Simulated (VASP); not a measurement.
# BaTiO3 (Cmm2) in VASP: notebook

Runs on BaTiO3. Level: PBE+U. Tasks: single point.

Program: VASP 6.6.1. These are calculated values, not measurements. Logs are shortened: lines on timing, memory, paths and dates and some standing lists are left out, and cuts for length are marked.

### Step 1. The cell of the first run

It takes space group Cmm2 (No. 35, orthorhombic). Conventional cell: a = 5.635 Å, b = 5.652 Å, c = 4.164 Å, α = 90.00°, β = 90.00°, γ = 90.00°. Within 3.7 Å of Ba (site symmetry mm2) lie 12 O at 2.81 to 2.96 Å and 8 Ti at 3.47 to 3.55 Å. Within 2.5 Å of Ti (site symmetry mm2) lie 6 O at 1.85 to 2.31 Å. O (site symmetry 2) has 2 Ti at 2.00 Å within 2.7 Å. Within 2.5 Å of O (site symmetry mm2) lie 2 Ti at 1.85 to 2.31 Å.

### Step 2. Single point, PBE+U (biaxial strain in the a-b plane: -1.5 %, then relaxed in part)

Input file INCAR:

```
  ALGO = Normal
  EDIFF = 1E-6
  ENCUT = 520
  GGA = PE
  ISIF = 2
  ISMEAR = 0
  LASPH = T
  LCHARG = F
  LDAU = T
  LDAUJ = 0 0 0
  LDAUL = -1 2 -1
  LDAUPRINT = 1
  LDAUTYPE = 2
  LDAUU = 0 4 0
  LMAXMIX = 4
  LREAL = F
  LWAVE = F
  NBANDS = 28
  NELM = 150
  PREC = Accurate
  SIGMA = 0.02
```

Input file KPOINTS:

```
k-points
0
Gamma
  6 6 6
```

Input file POSCAR:

```
BaTiO3
1.0
    2.8176170592      1.6315125258      2.3076593697
   -2.8176170592      1.6315125258      2.3076593697
    0.0000000000     -3.4000651582      2.4038783525
Ba Ti O
1 1 3
Direct
   -0.0057754471     -0.0057754471      0.0095265398
    0.4942315695      0.4942315695      0.5244207312
    0.4942146004      0.9942122343      0.4843236865
    0.4942180428      0.4942180428      0.9685063560
    0.9942122343      0.4942146004      0.4843236865
```

Potentials or basis: VASP PAW PBE potentials, release 64 (Ba_sv, Ti_sv, O).

Run with:

```
cat potpaw_PBE.64/Ba_sv/POTCAR potpaw_PBE.64/Ti_sv/POTCAR potpaw_PBE.64/O/POTCAR > POTCAR
mpirun -np 1 vasp_std > vasp.out
```

OUTCAR:

```text
EDIFF = 1E-6
   ENCUT = 520
   GGA = PE
   ISIF = 2
   ISMEAR = 0
   LASPH = T
   LREAL = F
   NELM = 150
   PREC = Accurate

 ion  position               nearest neighbor table
   1  0.994  0.994  0.010-   3 2.81   5 2.81   5 2.81   3 2.81   4 2.82   4 2.82   4 2.83   4 2.83
                             5 2.96   3 2.96   3 2.96   5 2.96   2 3.47   2 3.47   2 3.47   2 3.47
   2  0.494  0.494  0.524-   4 1.85   3 2.00   5 2.00   3 2.00   5 2.00   4 2.31   1 3.47   1 3.47
                             1 3.47   1 3.47   1 3.54   1 3.54   1 3.55   1 3.55
   3  0.494  0.994  0.484-   2 2.00   2 2.00   1 2.81   1 2.81   1 2.96   1 2.96
   4  0.494  0.494  0.969-   2 1.85   2 2.31   1 2.82   1 2.82   1 2.83   1 2.83
   5  0.994  0.494  0.484-   2 2.00   2 2.00   1 2.81   1 2.81   1 2.96   1 2.96

  LATTYP: Found a simple monoclinic cell.
 ALAT       =     3.9907506538
 B/A-ratio  =     1.0434180836
 C/A-ratio  =     1.4120737193
 COS(beta)  =    -0.7060368596

  Lattice vectors:

 A1 = (  -2.8176170592,   1.6315125258,   2.3076593697)
 A2 = (   0.0000000000,  -3.4000651582,   2.4038783525)
 A3 = (   5.6352341184,   0.0000000000,   0.0000000000)

Analysis of symmetry for initial positions (statically):
=====================================================================
 Subroutine PRICEL returns:
 Original cell was already a primitive cell.

 Routine SETGRP: Setting up the symmetry group for a
 simple monoclinic supercell.

 Subroutine GETGRP returns: Found  1 space group operations
 (whereof  1 operations were pure point group operations)
 out of a pool of  4 trial point group operations.

The static configuration has the point symmetry C_1 .

Analysis of symmetry for dynamics (positions and initial velocities):
=====================================================================
 Subroutine PRICEL returns:
 Original cell was already a primitive cell.

 Routine SETGRP: Setting up the symmetry group for a
 simple monoclinic supercell.

 Subroutine GETGRP returns: Found  1 space group operations
 (whereof  1 operations were pure point group operations)
 out of a pool of  4 trial point group operations.

The dynamic configuration has the point symmetry C_1 .

 Subroutine INISYM returns: Found  1 space group operations
 (whereof  1 operations are pure point group operations),
 and found     1 'primitive' translations

----------------------------------------------------------------------------------------

                                     Primitive cell

  volume of cell :      66.3163

  direct lattice vectors                    reciprocal lattice vectors
     2.817617059  1.631512526  2.307659370     0.177454917  0.102134931  0.144460480
    -2.817617059  1.631512526  2.307659370    -0.177454917  0.102134931  0.144460480
     0.000000000 -3.400065158  2.403878353     0.000000000 -0.196093642  0.138637980

  length of vectors
     3.990750654  3.990750654  4.164021399     0.250580570  0.250580570  0.240152464

  position of ions in fractional coordinates (direct lattice)
     0.994224553  0.994224553  0.009526540
     0.494231570  0.494231570  0.524420731
     0.494214600  0.994212234  0.484323686
     0.494218043  0.494218043  0.968506356
     0.994212234  0.494214600  0.484323686

  ion indices of the primitive-cell ions
   primitive index   ion index
                 1           1
                 2           2
                 3           3
                 4           4
                 5           5

----------------------------------------------------------------------------------------

 KPOINTS: k-points

Automatic generation of k-mesh.
 Grid dimensions read from file:
 generate k-points for:    6    6    6
[... 56 lines left out ...]
   ISTART =      0    job   : 0-new  1-cont  2-samecut
   ICHARG =      2    charge: 1-file 2-atom 10-const
   ISPIN  =      1    spin polarized calculation?
   LNONCOLLINEAR =      F non collinear calculations
   LSORBIT =      F    spin-orbit coupling
   LASPH  =      T    aspherical Exc in radial PAW
   ENCUT  =  520.0 eV  38.22 Ry    6.18 a.u.   7.42  7.42  7.74*2*pi/ulx,y,z
   NELM   =    150;   NELMIN=  2; NELMDL= -5     # of ELM steps
   EDIFF  = 0.1E-05   stopping-criterion for ELM
   LREAL  =      F    real-space projection
   EDIFFG = 0.1E-04   stopping-criterion for IOM
   NSW    =      0    number of steps for IOM
   IBRION =     -1    ionic relax: 0-MD 1-quasi-New 2-CG
   NFREE  =      0    steps in history (QN), initial steepest desc. (CG)
   ISIF   =      2    stress and relaxation
   ISYM   =      2    0-nonsym 1-usesym 2-fastsym
   POTIM  = 0.5000    time-step for ionic-motion
   TEBEG  =    0.0;   TEEND  =   0.0 temperature during run
   PSTRESS=    0.0 pullay stress
   NELECT =      40.0000    total number of electrons
   NUPDOWN=      -1.0000    fix difference up-down
   EMIN   =  10.00;   EMAX   =-10.00  energy-range for DOS
   EFERMI =   0.00;   METHOD = LEGACY
   ISMEAR =     0;   SIGMA  =   0.02  broadening in eV -4-tet -1-fermi 0-gaus
   EFERMI_NEDOS =   21; number of points for ismear=-14 and -15
   IALGO  =     38    algorithm
   IMIX   =      4    mixing-type and parameters
     AMIX     =   0.40;   BMIX     =  1.00
     AMIX_MAG =   1.60;   BMIX_MAG =  1.00
  volume/ion in A,a.u.               =      13.26        89.50
  Fermi-wavevector in a.u.,A,eV,Ry     =   1.383210  2.613888 26.031616  1.913270
  Thomas-Fermi vector in A             =   2.507829
   LORBIT       =      0    0 simple, 1 ext, 2 COOP (PROOUT), +10 PAW based schemes
 LDA+U is selected, type is set to LDAUTYPE =  2
   angular momentum for each species LDAUL =    -1    2   -1
   U (eV)           for each species LDAUU =   0.0  4.0  0.0
   J (eV)           for each species LDAUJ =   0.0  0.0  0.0
   GGA     = PE    functional components
   LHFCALC =     F    Hartree Fock is set to
   AEXX    =    0.0000 exact exchange contribution
   IVDW    =     0    specifies the selected vdW correction
   LEPSILON=     F    determine dielectric tensor
   LRPA    =     F    only Hartree local field effects (RPA)
 non-spin polarized calculation
 Gauss-broadening in eV      SIGMA  =   0.02
  energy-cutoff  :      520.00
  volume of cell :       66.32
 maximum number of plane-waves:      1811
 NGX is ok and might be reduce to    30
   NGX = 15   NGY = 15   NGZ = 15

atom =   2  type =  2  l = 2

 onsite density matrix

spin component  1

  0.1536  0.0000 -0.0000  0.0569 -0.0000
  0.0000  0.1999 -0.0030  0.0000  0.0664
 -0.0000 -0.0030  0.1095  0.0000  0.0045
  0.0569  0.0000  0.0000  0.1939  0.0000
 -0.0000  0.0664  0.0045  0.0000  0.1526

spin component  2

  0.1536  0.0000 -0.0000  0.0569 -0.0000
  0.0000  0.1999 -0.0030  0.0000  0.0664
 -0.0000 -0.0030  0.1095  0.0000  0.0045
  0.0569  0.0000  0.0000  0.1939  0.0000
 -0.0000  0.0664  0.0045  0.0000  0.1526

 occupancies and eigenvectors

  o =  0.1019  v = -0.0000 -0.4702 -0.5775  0.0000  0.6674  0.0000  0.0000  0.0000  0.0000  0.0000      0.0000  0.0000  0.0000  0.0000  0.0000  0.0000  0.0000  0.0000  0.0000  0.0000
  o =  0.1019  v =  0.0000  0.0000  0.0000  0.0000  0.0000 -0.0000 -0.4702 -0.5775  0.0000  0.6674      0.0000  0.0000  0.0000  0.0000  0.0000  0.0000  0.0000  0.0000  0.0000  0.0000
  o =  0.1134  v = -0.0015  0.3335 -0.8164  0.0010 -0.4714  0.0000  0.0000  0.0000  0.0000  0.0000      0.0000  0.0000  0.0000  0.0000  0.0000  0.0000  0.0000  0.0000  0.0000  0.0000
  o =  0.1134  v =  0.0000  0.0000  0.0000  0.0000  0.0000 -0.0015  0.3335 -0.8164  0.0010 -0.4714      0.0000  0.0000  0.0000  0.0000  0.0000  0.0000  0.0000  0.0000  0.0000  0.0000
  o =  0.1134  v =  0.0000  0.0000  0.0000  0.0000  0.0000  0.8165  0.0006 -0.0015 -0.5773 -0.0008      0.0000  0.0000  0.0000  0.0000  0.0000  0.0000  0.0000  0.0000  0.0000  0.0000
  o =  0.1134  v =  0.8165  0.0006 -0.0015 -0.5773 -0.0008  0.0000  0.0000  0.0000  0.0000  0.0000      0.0000  0.0000  0.0000  0.0000  0.0000  0.0000  0.0000  0.0000  0.0000  0.0000
  o =  0.2341  v =  0.0000  0.0000  0.0000  0.0000  0.0000 -0.5773  0.0000  0.0000 -0.8165  0.0000      0.0000  0.0000  0.0000  0.0000  0.0000  0.0000  0.0000  0.0000  0.0000  0.0000
  o =  0.2341  v = -0.5773  0.0000  0.0000 -0.8165  0.0000  0.0000  0.0000  0.0000  0.0000  0.0000      0.0000  0.0000  0.0000  0.0000  0.0000  0.0000  0.0000  0.0000  0.0000  0.0000
  o =  0.2468  v =  0.0000  0.0000  0.0000  0.0000  0.0000  0.0000  0.8171  0.0009  0.0000  0.5765      0.0000  0.0000  0.0000  0.0000  0.0000  0.0000  0.0000  0.0000  0.0000  0.0000
  o =  0.2468  v =  0.0000  0.8171  0.0009  0.0000  0.5765  0.0000  0.0000  0.0000  0.0000  0.0000      0.0000  0.0000  0.0000  0.0000  0.0000  0.0000  0.0000  0.0000  0.0000  0.0000

 number of electron      40.0000020 magnetization

 Free energy of the ion-electron system (eV)
  ---------------------------------------------------
  ext. energy  EPLUGINS =         0.00000000
  ---------------------------------------------------
  free energy    TOTEN  =       -37.29403245 eV

  energy without entropy =      -37.29403245  energy(sigma->0) =      -37.29403245

 E-fermi :   3.9681     XC(G=0): -11.0732

 val. band max:        3.8669114449   @ k =   0.5000   0.5000   0.5000
 cond. band min:       6.1206810975   @ k =   0.0000   0.0000   0.0000
 fundamental gap:      2.2537696526
 Fermi energy:         3.9680830429

 k-point     1 :       0.0000    0.0000    0.0000
  band No.  band energies     occupation
      1     -53.8939      2.00000
      2     -30.1293      2.00000
      3     -30.0465      2.00000
      4     -30.0438      2.00000
      5     -21.2304      2.00000
      6     -13.1627      2.00000
[... 733 lines left out ...]
     27       9.8506      0.00000
     28      11.5099      0.00000

 [... further k-points ...]

------------------------ aborting loop because EDIFF is reached ----------------------------------------

  FORCE on cell =-STRESS in cart. coord.  units (eV):
  Direction    XX          YY          ZZ          XY          YZ          ZX
  --------------------------------------------------------------------------------------
  -------------------------------------------------------------------------------------
  Total        2.0634566      1.6358007      1.6982822      0.0000139      0.0888602      0.0000210
  in kB       49.8523661     39.5203543     41.0298837      0.0003361      2.1468293      0.0005085
  external PRESSURE =      43.4675347 kB  Pullay stress =       0.0000000 kB

 VOLUME and BASIS-vectors are now :
 -----------------------------------------------------------------------------
  energy-cutoff  :      520.00
  volume of cell :       66.32
      direct lattice vectors                 reciprocal lattice vectors
     2.817617059  1.631512526  2.307659370     0.177454917  0.102134931  0.144460480
    -2.817617059  1.631512526  2.307659370    -0.177454917  0.102134931  0.144460480
     0.000000000 -3.400065158  2.403878353     0.000000000 -0.196093642  0.138637980

 POSITION                                       TOTAL-FORCE (eV/Angst)
 -----------------------------------------------------------------------------------
      0.00000      3.21179      4.61156        -0.000000      0.039690     -0.027674
      0.00000     -0.17037      3.54168        -0.000002      0.469374     -0.332426
     -1.40880      0.78165      4.59904        -0.000127     -0.014160      0.010136
      0.00000     -1.68034      4.60915        -0.000000     -0.480743      0.339828
      1.40880      0.78165      4.59904         0.000129     -0.014161      0.010135
 -----------------------------------------------------------------------------------
    total drift:                                0.000003     -0.000630     -0.001898

  FREE ENERGIE OF THE ION-ELECTRON SYSTEM (eV)
  ---------------------------------------------------
  free  energy   TOTEN  =       -37.2940324498 eV

  energy  without entropy=      -37.2940324498  energy(sigma->0) =      -37.29403245
```

Wall time 1.7 min (1 thread of AMD EPYC 9R45 (Zen 5), shared host); peak memory 0.3 GiB.

What came out:

```
Free energy            : -37.2940 eV
Pressure               : 4.3 GPa
Largest force          : 0.589 eV/Å
Band gap on the k mesh : 2.25 eV (least direct gap 2.76 eV)
```

Forces on the atoms (eV/Å):
```
Ba   0.000  0.040 -0.028
Ti   0.000  0.469 -0.332
O    0.000 -0.014  0.010
O    0.000 -0.481  0.340
O    0.000 -0.014  0.010
```

Eigenvalues of the final occupation matrices:
| site | spin | trace | eigenvalues |
| --- | --- | --- | --- |
| site 2 d | 1 | 0.81 | 0.10 0.11 0.11 0.23 0.25 |
| site 2 d | 2 | 0.81 | 0.10 0.11 0.11 0.23 0.25 |

Caveat: the cell differs from its parent crystal (biaxial strain in the a-b plane: -1.5 %, then relaxed in part); the cell stands under pressure; spin-orbit coupling is left out, which moves the levels of the heavy elements.

(Part 1 of 2 ends here.)
